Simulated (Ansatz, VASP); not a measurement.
**Two plane-wave programs on Os3Cl**

```xyz
4
Lattice="4.0072 0.0000 0.0000 0.0000 4.0072 0.0000 0.0000 0.0000 4.0072" Properties=species:S:1:pos:R:3 pbc="T T T"
Os    0.0000    2.0036    2.0036
Os    2.0036    0.0000    2.0036
Os    2.0036    2.0036    0.0000
Cl    0.0000    0.0000    0.0000
```

Alike in both runs: task relaxation of cell and atoms; functional PBE; k mesh 4 × 4 × 4; occupations gaussian, width 0.1 eV; collinear spin.

|  | VASP | Ansatz |
| --- | --- | --- |
| version | VASP 6.6.1 | Ansatz 0.2.0 |
| potentials or method | VASP PAW PBE potentials, release 64 (Os, Cl), cutoff 600 eV | scalar-relativistic, plane waves, PAW |
| valence electrons in the cell | 31 | 55 |

```csv
,VASP,Ansatz,Ansatz less VASP
"gap on the k mesh at the Fermi level, each at its own relaxed structure (eV)",none,none,-
net moment per atom (μB),0.00,0.00,0.000
relaxed volume (Å³/atom),14.94,14.89,-0.054
relaxed length of the cell vector where the two differ most in proportion (Å),3.910,3.905,-0.0047
```

A gap of «none» marks a metal or a gap that the smearing closes. VASP's potentials hold 31 valence electrons a cell and Ansatz's 55, so a difference there can come from the potentials and not from the codes. Ansatz's warnings: seeded moment not kept.

The k mesh is coarse, so the values compare programs but aren't converged. Neither program's run includes spin-orbit coupling.
